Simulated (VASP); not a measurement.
Runs of VASP 6.6.1 on Mg2CdN2. The structure is trigonal, space group P-3m1 (No. 164). The conventional cell has a = 3.553 Å, b = 3.553 Å, c = 5.984 Å, α = 90.00°, β = 90.00°, γ = 120.00°. Within 2.8 Å of Mg (site symmetry 3m) lie 4 N at 2.10 to 2.28 Å and 3 Mg at 2.75 Å. Within 3.5 Å of Cd (site symmetry -3m) lie 6 N at 2.62 Å and 6 Mg at 2.92 Å. N (site symmetry 3m) has 4 Mg at 2.10 to 2.28 Å and 3 Cd at 2.62 Å within 2.8 Å. 

```csv
level,potentials or basis,gap on the mesh (eV),pressure (GPa),largest force (eV/Å)
LDA,"VASP PAW LDA potentials, release 64 (Mg, Cd, N)",0.38,(a),0.09
PBE,"VASP PAW PBE potentials, release 64 (Mg, Cd, N)",0.35,-0.3,0.03
RPBE,"VASP PAW PBE potentials, release 64 (Mg, Cd, N)",0.38,(b),-
revPBE,"VASP PAW PBE potentials, release 64 (Mg, Cd, N)",0.38,2.1,0.01
```

Alike in all rows: task single point; no spin polarisation; cell as given; k mesh 6 × 6 × 4; cutoff (eV) 520; smearing gaussian 0.01 eV.

Q: Fill in the values left out.

A: (a) -8.6; (b) 2.9.

Caveats: the PAW data sets were made with another functional, which shifts forces and pressure a little (some runs).

A k mesh can miss the band edges, and the runs leave out spin-orbit coupling on Cd.
